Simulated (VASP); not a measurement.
# Cu (I4/mmm) in VASP: notebook

Runs on Cu. Level: PBE. Tasks: single point.

Everything below comes from runs of VASP 6.6.1. Logs are shortened: lines on timing, memory, paths and dates and some standing lists are left out, and cuts for length are marked.

### 1 The cell of the first run

Symmetry: I4/mmm, No. 139, tetragonal system. Conventional cell: a = 3.094 Å, b = 3.094 Å, c = 2.718 Å, α = 90.00°, β = 90.00°, γ = 90.00°. Cu (site symmetry 4/mmm) has 14 Cu at 2.58 to 3.09 Å within 3.4 Å.

### 2 Single point, PBE

Input file INCAR:

```
SYSTEM = Cu
ALGO = Fast
EDIFF = 1E-6
ENCUT = 520
GGA = PE
ISIF = 2
ISMEAR = 0
LASPH = .True.
LCHARG = .False.
LREAL = .False.
LWAVE = .False.
NBANDS = 12
NELM = 60
PREC = Accurate
SIGMA = 0.15
```

Input file KPOINTS:

```
k-points
0
Gamma
  22 22 22
  0 0 0
```

Input file POSCAR:

```
Cu
1.0
   -1.5469500000      1.5469500000      1.3589500000
    1.5469500000     -1.5469500000      1.3589500000
    1.5469500000      1.5469500000     -1.3589500000
Cu
1
Direct
    0.0000000000      0.0000000000      0.0000000000
```

Potentials or basis: VASP PAW PBE potentials, release 64 (Cu).

On the command line:

```console
> cat potpaw_PBE.64/Cu/POTCAR > POTCAR
> mpirun -np 1 vasp_std > vasp.out
```

OUTCAR:

```text
SYSTEM = Cu
   EDIFF = 1E-6
   ENCUT = 520
   GGA = PE
   ISIF = 2
   ISMEAR = 0
   LASPH = .True.
   LREAL = .False.
   NELM = 60
   PREC = Accurate

 ion  position               nearest neighbor table
   1  0.000  0.000  0.000-

  LATTYP: Found a body centered tetragonal cell.
 ALAT       =     3.0939000000
 C/A-ratio  =     0.8784705388

  Lattice vectors:

 A1 = (  -1.5469500000,   1.5469500000,   1.3589500000)
 A2 = (   1.5469500000,  -1.5469500000,   1.3589500000)
 A3 = (   1.5469500000,   1.5469500000,  -1.3589500000)

Analysis of symmetry for initial positions (statically):
=====================================================================
 Subroutine PRICEL returns:
 Original cell was already a primitive cell.

 Routine SETGRP: Setting up the symmetry group for a
 body centered tetragonal supercell.

 Subroutine GETGRP returns: Found 16 space group operations
 (whereof 16 operations were pure point group operations)
 out of a pool of 16 trial point group operations.

The static configuration has the point symmetry D_4h.

Analysis of symmetry for dynamics (positions and initial velocities):
=====================================================================
 Subroutine PRICEL returns:
 Original cell was already a primitive cell.

 Routine SETGRP: Setting up the symmetry group for a
 body centered tetragonal supercell.

 Subroutine GETGRP returns: Found 16 space group operations
 (whereof 16 operations were pure point group operations)
 out of a pool of 16 trial point group operations.

The dynamic configuration has the point symmetry D_4h.

 Subroutine INISYM returns: Found 16 space group operations
 (whereof 16 operations are pure point group operations),
 and found     1 'primitive' translations

----------------------------------------------------------------------------------------

                                     Primitive cell

  volume of cell :      13.0082

  direct lattice vectors                    reciprocal lattice vectors
    -1.546950000  1.546950000  1.358950000     0.000000000  0.323216652  0.367931123
     1.546950000 -1.546950000  1.358950000     0.323216652  0.000000000  0.367931123
     1.546950000  1.546950000 -1.358950000     0.323216652  0.323216652  0.000000000

  length of vectors
     2.575432722  2.575432722  2.575432722     0.489736986  0.489736986  0.457097373

  position of ions in fractional coordinates (direct lattice)
     0.000000000  0.000000000  0.000000000

  ion indices of the primitive-cell ions
   primitive index   ion index
                 1           1

----------------------------------------------------------------------------------------

 KPOINTS: k-points

Automatic generation of k-mesh.
 Grid dimensions read from file:
 generate k-points for:   22   22   22

 Generating k-lattice:

  Cartesian coordinates                     Fractional coordinates (reciprocal lattice)
     0.000000000  0.014691666  0.016724142     0.045454545  0.000000000  0.000000000
     0.014691666  0.000000000  0.016724142     0.000000000  0.045454545  0.000000000
     0.014691666  0.014691666  0.000000000     0.000000000  0.000000000  0.045454545

  Length of vectors
     0.022260772  0.022260772  0.020777153

  Shift w.r.t. Gamma in fractional coordinates (k-lattice)
     0.000000000  0.000000000  0.000000000

 Subroutine IBZKPT returns following result:
 ===========================================

 Found    834 irreducible k-points:

 Following reciprocal coordinates:
            Coordinates               Weight
  0.000000  0.000000  0.000000      1.000000
  0.045455  0.000000 -0.000000      8.000000
  0.090909  0.000000 -0.000000      8.000000
  0.136364  0.000000  0.000000      8.000000
  0.181818  0.000000  0.000000      8.000000
  0.227273  0.000000 -0.000000      8.000000
[... 16 lines left out ...]
  0.500000  0.045455  0.000000     16.000000
 -0.454545  0.045455  0.000000     16.000000
 [... further k-points ...]
   k-points           NKPTS =    834   k-points in BZ     NKDIM =    834   number of bands    NBANDS=     12
   number of dos      NEDOS =    301   number of ions     NIONS =      1
   total plane-waves  NPLWV =   8000
   dimension x,y,z NGX =    20 NGY =   20 NGZ =   20
   dimension x,y,z NGXF=    40 NGYF=   40 NGZF=   40
   ions per type =               1
   NGX,Y,Z   is equivalent  to a cutoff of  12.91, 12.91, 12.91 a.u.
   NGXF,Y,Z  is equivalent  to a cutoff of  25.82, 25.82, 25.82 a.u.
 SYSTEM =  Cu
   PREC   = accura    normal or accurate (medium, high low for compatibility)
   ISTART =      0    job   : 0-new  1-cont  2-samecut
   ICHARG =      2    charge: 1-file 2-atom 10-const
   ISPIN  =      1    spin polarized calculation?
   LNONCOLLINEAR =      F non collinear calculations
   LSORBIT =      F    spin-orbit coupling
   LASPH  =      T    aspherical Exc in radial PAW
   ENCUT  =  520.0 eV  38.22 Ry    6.18 a.u.   4.79  4.79  4.79*2*pi/ulx,y,z
   NELM   =     60;   NELMIN=  2; NELMDL= -5     # of ELM steps
   EDIFF  = 0.1E-05   stopping-criterion for ELM
   LREAL  =      F    real-space projection
   EDIFFG = 0.1E-04   stopping-criterion for IOM
   NSW    =      0    number of steps for IOM
   IBRION =     -1    ionic relax: 0-MD 1-quasi-New 2-CG
   NFREE  =      0    steps in history (QN), initial steepest desc. (CG)
   ISIF   =      2    stress and relaxation
   ISYM   =      2    0-nonsym 1-usesym 2-fastsym
   POTIM  = 0.5000    time-step for ionic-motion
   TEBEG  =    0.0;   TEEND  =   0.0 temperature during run
   PSTRESS=    0.0 pullay stress
   NELECT =      11.0000    total number of electrons
   NUPDOWN=      -1.0000    fix difference up-down
   EMIN   =  10.00;   EMAX   =-10.00  energy-range for DOS
   EFERMI =   0.00;   METHOD = LEGACY
   ISMEAR =     0;   SIGMA  =   0.15  broadening in eV -4-tet -1-fermi 0-gaus
   EFERMI_NEDOS =   21; number of points for ismear=-14 and -15
   IALGO  =     68    algorithm
   IMIX   =      4    mixing-type and parameters
     AMIX     =   0.40;   BMIX     =  1.00
     AMIX_MAG =   1.60;   BMIX_MAG =  1.00
  volume/ion in A,a.u.               =      13.01        87.78
  Fermi-wavevector in a.u.,A,eV,Ry     =   1.548105  2.925494 32.608114  2.396629
  Thomas-Fermi vector in A             =   2.653103
   LORBIT       =      0    0 simple, 1 ext, 2 COOP (PROOUT), +10 PAW based schemes
   GGA     = PE    functional components
   LHFCALC =     F    Hartree Fock is set to
   AEXX    =    0.0000 exact exchange contribution
   IVDW    =     0    specifies the selected vdW correction
   LEPSILON=     F    determine dielectric tensor
   LRPA    =     F    only Hartree local field effects (RPA)
 non-spin polarized calculation
 RMM-DIIS sequential band-by-band and
 Gauss-broadening in eV      SIGMA  =   0.15
  energy-cutoff  :      520.00
  volume of cell :       13.01
 maximum number of plane-waves:       361
   NGX =  9   NGY =  9   NGZ =  9

 number of electron      11.0000009 magnetization

 Free energy of the ion-electron system (eV)
  ---------------------------------------------------
  ext. energy  EPLUGINS =         0.00000000
  ---------------------------------------------------
  free energy    TOTEN  =        -3.66628621 eV

  energy without entropy =       -3.66129861  energy(sigma->0) =       -3.66379241

 E-fermi :   6.4633     XC(G=0): -12.1729

 val. band max:        6.4626045307   @ k =   0.5000   0.1818   0.0455
 cond. band min:       6.4639132163   @ k =  -0.1818  -0.3182   0.0455
 fundamental gap:      0.0013086856
 Fermi energy:         6.4633207606

 k-point     1 :       0.0000    0.0000    0.0000
  band No.  band energies     occupation
      1      -2.1884      2.00000
      2       3.3662      2.00000
      3       3.8280      2.00000
      4       3.8280      2.00000
      5       4.1922      2.00000
      6       4.6887      2.00000
      7      28.5777      0.00000
      8      28.5777      0.00000
      9      31.9146      0.00000
     10      32.5958      0.00000
     11      32.7237      0.00000
     12      33.2693      0.00000

 k-point     2 :       0.0455    0.0000   -0.0000
  band No.  band energies     occupation
      1      -2.1099      2.00000
      2       3.3764      2.00000
      3       3.8233      2.00000
      4       3.8289      2.00000
      5       4.1988      2.00000
      6       4.6773      2.00000
      7      28.2502      0.00000
      8      28.2865      0.00000
      9      31.4302      0.00000
     10      31.9975      0.00000
     11      32.5066      0.00000
     12      32.8946      0.00000

 k-point     3 :       0.0909    0.0000   -0.0000
  band No.  band energies     occupation
      1      -1.8759      2.00000
      2       3.3951      2.00000
      3       3.8056      2.00000
      4       3.8436      2.00000
      5       4.2217      2.00000
      6       4.6461      2.00000
      7      27.5304      0.00000
      8      27.5354      0.00000
      9      29.0450      0.00000
     10      31.0700      0.00000
     11      31.8194      0.00000
     12      32.9946      0.00000

 k-point     4 :       0.1364    0.0000    0.0000
  band No.  band energies     occupation
      1      -1.4918      2.00000
      2       3.3912      2.00000
      3       3.7688      2.00000
      4       3.9032      2.00000
      5       4.2668      2.00000
      6       4.6038      2.00000
      7      26.0793      0.00000
      8      26.7103      0.00000
      9      27.0851      0.00000
     10      29.8806      0.00000
     11      30.9618      0.00000
     12      33.3346      0.00000

 k-point     5 :       0.1818    0.0000    0.0000
  band No.  band energies     occupation
      1      -0.9686      2.00000
      2       3.3449      2.00000
      3       3.7166      2.00000
      4       4.0267      2.00000
      5       4.3353      2.00000
      6       4.5603      2.00000
      7      23.7384      0.00000
      8      25.8607      0.00000
      9      26.0070      0.00000
     10      28.8004      0.00000
     11      30.1929      0.00000
     12      33.8031      0.00000
[... 228 lines left out ...]
      1       1.9630      2.00000
      2       2.9087      2.00000
      3       4.3986      2.00000
      4       4.7574      2.00000
      5       4.9381      2.00000
      6       5.8596      2.00000
      7      12.0795      0.00000
      8      21.6236      0.00000
      9      22.1504      0.00000
     10      26.3540      0.00000
     11      28.6337      0.00000
     12      36.0113      0.00000

 k-point    22 :       0.4545    0.0455    0.0000
  band No.  band energies     occupation
      1       2.0125      2.00000
      2       2.8824      2.00000
      3       4.4182      2.00000
      4       4.7957      2.00000
      5       5.0245      2.00000
      6       6.5585      0.36948
      7      10.9885      0.00000
      8      21.2931      0.00000
      9      22.0317      0.00000
     10      26.2890      0.00000
     11      28.6527      0.00000
     12      36.6585      0.00000

 k-point    23 :       0.5000    0.0455    0.0000
  band No.  band energies     occupation
      1       2.0089      2.00000
      2       2.8845      2.00000
      3       4.4338      2.00000
      4       4.7733      2.00000
      5       5.0202      2.00000
      6       6.4971      0.74993
      7      11.0789      0.00000
      8      21.1609      0.00000
      9      22.0986      0.00000
     10      26.3173      0.00000
     11      28.7365      0.00000
     12      37.2358      0.00000

 k-point    24 :      -0.4545    0.0455    0.0000
  band No.  band energies     occupation
      1       1.9492      2.00000
      2       2.9145      2.00000
      3       4.4488      2.00000
      4       4.6856      2.00000
      5       4.9140      2.00000
      6       5.7652      2.00000
      7      12.2771      0.00000
      8      21.2199      0.00000
      9      22.3547      0.00000
     10      26.4377      0.00000
     11      28.8888      0.00000
     12      37.6098      0.00000

 [... further k-points ...]
[... 5 lines left out ...]
  --------------------------------------------------------------------------------------
  -------------------------------------------------------------------------------------
  Total       -0.6783965     -0.6783965     -0.6203452      0.0000000     -0.0000000      0.0000000
  in kB      -83.5560952    -83.5560952    -76.4060921      0.0000000     -0.0000000      0.0000000
  external PRESSURE =     -81.1727609 kB  Pullay stress =       0.0000000 kB

 VOLUME and BASIS-vectors are now :
 -----------------------------------------------------------------------------
  energy-cutoff  :      520.00
  volume of cell :       13.01
      direct lattice vectors                 reciprocal lattice vectors
    -1.546950000  1.546950000  1.358950000     0.000000000  0.323216652  0.367931123
     1.546950000 -1.546950000  1.358950000     0.323216652  0.000000000  0.367931123
     1.546950000  1.546950000 -1.358950000     0.323216652  0.323216652  0.000000000

 POSITION                                       TOTAL-FORCE (eV/Angst)
 -----------------------------------------------------------------------------------
      0.00000      0.00000      0.00000        -0.000000      0.000000      0.000000
 -----------------------------------------------------------------------------------
    total drift:                               -0.000000     -0.000000      0.000000

  FREE ENERGIE OF THE ION-ELECTRON SYSTEM (eV)
  ---------------------------------------------------
  free  energy   TOTEN  =        -3.6662862084 eV

  energy  without entropy=       -3.6612986139  energy(sigma->0) =       -3.66379241
```

It took 69 s on 1 thread of AMD EPYC 9R45 (Zen 5), shared host; peak memory 0.2 GiB.

Results:

| Item | Value |
| --- | --- |
| Free energy | -3.6663 eV |
| Pressure | -8.1 GPa |

### 3 Single point, PBE

Input file INCAR:

```
PREC = Accurate
ENCUT = 520
EDIFF = 1E-6
ISMEAR = 0
SIGMA = 0.15
LREAL = False
LASPH = True
NELM = 60
ALGO = Fast
ISIF = 2
LWAVE = False
LCHARG = True
GGA = PE
LELF = True
LVHAR = True
NBANDS = 12
```

Input file KPOINTS:

```
regular mesh
0
Gamma
  22 22 22
```

Input file POSCAR:

```
Cu
1.0
   -1.5223500000      1.5223500000      1.4050000000
    1.5223500000     -1.5223500000      1.4050000000
    1.5223500000      1.5223500000     -1.4050000000
Cu
1
Direct
    0.0000000000      0.0000000000      0.0000000000
```

Potentials or basis: VASP PAW PBE potentials, release 64 (Cu).

On the command line:

```console
> cat potpaw_PBE.64/Cu/POTCAR > POTCAR
> mpirun -np 1 vasp_std > vasp.out
```

Wall time 72 s (1 thread of AMD EPYC 9R45 (Zen 5), shared host); peak memory 0.2 GiB.

The run converged. Its results:

| Quantity | Value |
| --- | --- |
| Free energy | -3.6663 eV |
| Pressure | -8.5 GPa |

Levels at points of the mesh, in eV from the Fermi level:
```tsv
k point	band 2	band 3	band 4	band 5	band 6	band 7	band 8	band 9	band 10	band 11
(0.00, 0.00, 0.00)	-2.99	-2.71	-2.71	-2.11	-1.82	23.03	23.03	25.35	26.33	26.33
(0.50, 0.00, 0.00)	-3.52	-1.98	-1.72	-1.32	-0.14	4.15	15.72	16.05	19.63	22.06
(0.50, 0.50, 0.00)	-3.19	-2.19	-1.93	-1.35	-0.70	3.32	17.91	18.13	21.50	23.87
(0.50, 0.50, 0.50)	-4.09	-1.48	-1.48	-1.41	6.87	6.87	9.75	12.16	12.45	15.45
```

### 4 Single point, PBE

This run uses another cell than the first one, of 13.23 Å³/atom, 1.017 times its volume.

Input file INCAR:

```
ALGO     = Normal         # electronic algorithm
EDIFF    = 1E-7           # SCF threshold, eV
ENCUT    = 520            # plane-wave cutoff, eV
GGA      = PE             # functional
ISIF     = 2              # what is computed and relaxed
ISMEAR   = 0              # smearing method
LASPH    = True           # aspherical terms in the spheres
LCHARG   = False          # write CHGCAR
LREAL    = False          # projectors in reciprocal space
LWAVE    = False          # write WAVECAR
NBANDS   = 12             # bands
NELM     = 60             # most SCF steps
PREC     = Accurate       # precision mode
SIGMA    = 0.15           # smearing width, eV
```

Input file KPOINTS:

```
k-points
0
Gamma
  22 22 22
```

Input file POSCAR:

```
Cu
1.0
   -1.5469500000      1.5469500000      1.3819816190
    1.5469500000     -1.5469500000      1.3819816190
    1.5469500000      1.5469500000     -1.3819816190
Cu
1
Direct
    0.0000000000      0.0000000000      0.0000000000
```

On the command line:

```console
> cat potpaw_PBE.64/Cu/POTCAR > POTCAR
> mpirun -np 1 vasp_std > vasp.out
```

Wall time 54 s (1 thread of AMD EPYC 9R45 (Zen 5), shared host); peak memory 0.2 GiB.

The run converged. Its results:

- Free energy: -3.6545 eV
- Pressure: -9.6 GPa

Stress tensor (GPa, compression positive):
```
-9.68  0.00  0.00
 0.00 -9.68  0.00
 0.00  0.00 -9.39
```

Levels at points of the mesh, in eV from the Fermi level:
```tsv
k point	band 2	band 3	band 4	band 5	band 6	band 7	band 8	band 9	band 10	band 11
(0.00, 0.00, 0.00)	-3.01	-2.62	-2.62	-2.18	-1.77	22.24	22.24	25.52	25.76	26.08
(0.50, 0.00, 0.00)	-3.50	-1.98	-1.64	-1.33	-0.01	4.21	15.32	15.69	19.26	21.60
(0.50, 0.50, 0.00)	-3.04	-2.26	-1.94	-1.36	-0.80	3.04	18.39	18.62	21.90	24.14
(0.50, 0.50, 0.50)	-4.02	-1.48	-1.48	-1.39	6.46	6.46	10.52	11.77	11.88	16.03
```

### 5 Overview

```tsv
cell	gap on the mesh (eV)	pressure (GPa)
a = 2.575 Å, angles 106.2, 106.2, 116.3°, 1 atom	none	-8.1
a = 2.571 Å, angles 107.4, 107.4, 113.7°, 1 atom	none	-8.5
a = 2.588 Å, angles 106.6, 106.6, 115.4°, 1 atom	none	-9.6
```

Alike in all rows: task single point; level PBE; potentials or basis VASP PAW PBE potentials, release 64 (Cu); no spin polarisation; k mesh 22 × 22 × 22; cutoff (eV) 520; smearing gaussian 0.15 eV.

Absolute energies hang on the potentials; compare differences alone.
